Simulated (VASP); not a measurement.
A run of VASP 6.6.1:

INCAR

```
PREC     = Accurate       # precision mode
ENCUT    = 520            # plane-wave cutoff, eV
EDIFF    = 1E-6           # SCF threshold, eV
ISMEAR   = 0              # smearing method
SIGMA    = 0.05           # smearing width, eV
LREAL    = F              # projectors in reciprocal space
LASPH    = T              # aspherical terms in the spheres
NELM     = 60             # most SCF steps
ALGO     = Normal         # electronic algorithm
ISIF     = 2              # what is computed and relaxed
LWAVE    = F              # write WAVECAR
LCHARG   = F              # write CHGCAR
GGA      = PE             # functional
NBANDS   = 15             # bands
```

Contents of KPOINTS:

```
Automatic mesh
0
Gamma
  6 6 4
```

The input POSCAR:

```
MgI2
1.0
    4.3165329393      0.0000000000      0.0000000000
   -2.1582664697      3.7382271817      0.0000000000
    0.0000000000      0.0000000000      8.0147218160
Mg I
1 2
Direct
    0.0000000000      0.0000000000      0.0000000000
    0.3333333333      0.6666666667      0.7897071656
    0.6666666667      0.3333333333      0.2102928344
```

Potentials or basis: VASP PAW PBE potentials, release 64 (Mg, I).

The run is started by

```console
$ cat potpaw_PBE.64/Mg/POTCAR potpaw_PBE.64/I/POTCAR > POTCAR
$ mpirun -np 1 vasp_std > vasp.out
```

Hardware: 1 thread of Intel(R) Xeon(R) Platinum 8375C CPU @ 2.90GHz (Ice Lake) (shared host).

Problem. Estimate the wall time of this run.

Solution. Wall time 31 s on 1 thread of Intel(R) Xeon(R) Platinum 8375C CPU @ 2.90GHz (Ice Lake), with other jobs on the host, peak memory 0.25 GiB. Counts: scf iterations 12, k points 24.
